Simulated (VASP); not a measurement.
Runs of VASP 6.6.1 on RbBr. Symmetry: Pm-3m, No. 221, cubic system. The conventional cell has a = 4.128 Å, b = 4.128 Å, c = 4.128 Å, α = 90.00°, β = 90.00°, γ = 90.00°. Within 4.7 Å of Rb (site symmetry m-3m) lie 8 Br at 3.57 Å and 6 Rb at 4.13 Å. Br (site symmetry m-3m) has 8 Rb at 3.57 Å and 6 Br at 4.13 Å within 4.7 Å. 

```csv
level,smearing,grid for exact exchange (PRECFOCK),share of exact exchange,screening parameter,gap on the mesh (eV),pressure (GPa)
PBE-based screened hybrid with 10 % exact exchange,gaussian 0.01 eV,Normal,0.1,0.1 1/Å,(b),0.7
PBE,gaussian 0.01 eV,-,-,-,4.07,0.8
HSE06,methfessel-paxton 0.2 eV,Normal,0.25,0.2079 1/Å,(a),0.4
PBE-based screened hybrid with 5 % exact exchange,gaussian 0.01 eV,Normal,0.05,0.3 1/Å,4.26,0.8
HSE06,gaussian 0.01 eV,Normal,0.25,0.2079 1/Å,5.26,0.4
```

Alike in all rows: task single point; potentials or basis VASP PAW PBE potentials, release 64 (Rb_sv, Br); no spin polarisation; cell as given; k mesh 4 × 4 × 4; cutoff (eV) 520.

Task: Estimate the missing entries.

Result: (a) 5.25; (b) 4.68.

Caveats: the PAW data sets were made with another functional, which shifts forces and pressure a little (at least some runs).

A k mesh can miss the band edges, and the runs leave out spin-orbit coupling on Br, Rb.
